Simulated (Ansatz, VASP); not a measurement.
**ZnS in VASP and in Ansatz**

```
Zn S
1.0
     3.82270    0.00000    0.00000
    -1.91135    3.31056    0.00000
     0.00000    0.00000    6.13549
Zn S
2 2
Direct
  0.33333 0.66667 0.99820
  0.66667 0.33333 0.49820
  0.33333 0.66667 0.37660
  0.66667 0.33333 0.87660
```

Change from the starting cell: z stretched by -2 %, ions relaxed.

Alike in both runs: functional PBE; k mesh 13 × 13 × 7; occupations fermi-dirac, width 0.02 eV; no spin polarisation.

Ansatz relaxed the structure, and its values are those at the end. VASP's run is a single point on that final structure, the one shown.

```csv
,VASP,Ansatz
version,VASP 6.6.1,Ansatz 0.2.0
potentials or method,"VASP PAW PBE potentials, release 64 (Zn, S)","plane-wave PAW, scalar-relativistic"
plane-wave cutoff (eV),520,420
valence electrons in the cell,36,36
```

Ansatz gave:

```
gap on the k mesh at the Fermi level (eV) : 2.29
pressure (GPa)                            : 3.0
rms of the force components (eV/Å)        : 0.003
```

Estimate VASP's values.

gap on the k mesh at the Fermi level (eV): 2.29; pressure (GPa): 3.2; rms of the force components (eV/Å): 0.003.

Ansatz's warnings: stress scf threshold loose.
